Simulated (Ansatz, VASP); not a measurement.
## One calculation of Tl, two programs

```
Tl
1.0
     3.40140    0.00000    0.00000
    -1.70070    2.94570    0.00000
     0.00000    0.00000    5.44300
Tl
2
Direct
  0.33333 0.66667 0.25000
  0.66667 0.33333 0.75000
```

Alike in both runs: task single point; functional LDA; k mesh 11 × 11 × 6; occupations methfessel-paxton of order 1, width 1 eV; no spin polarisation.

|  | VASP | Ansatz |
| --- | --- | --- |
| version | VASP 6.6.1 | Ansatz 0.2.0 |
| potentials or method | VASP PAW LDA potentials, release 64 (Tl_d), cutoff 520 eV | plane waves (420 eV) with PAW, scalar-relativistic |
| valence electrons in the cell | 26 | 26 |

|  | VASP | Ansatz | Ansatz less VASP |
| --- | --- | --- | --- |
| pressure (GPa) | 0.0 | -0.1 | -0.10 |
| traceless stress, the component that is largest in VASP (GPa) | -0.10 | -0.12 | -0.023 |

Ansatz warns that its potentials were made for another functional, while VASP's fit it. LDA's correlation is that of Perdew and Zunger in VASP and of Perdew and Wang (1992) in Ansatz.

Neither program's run includes spin-orbit coupling.
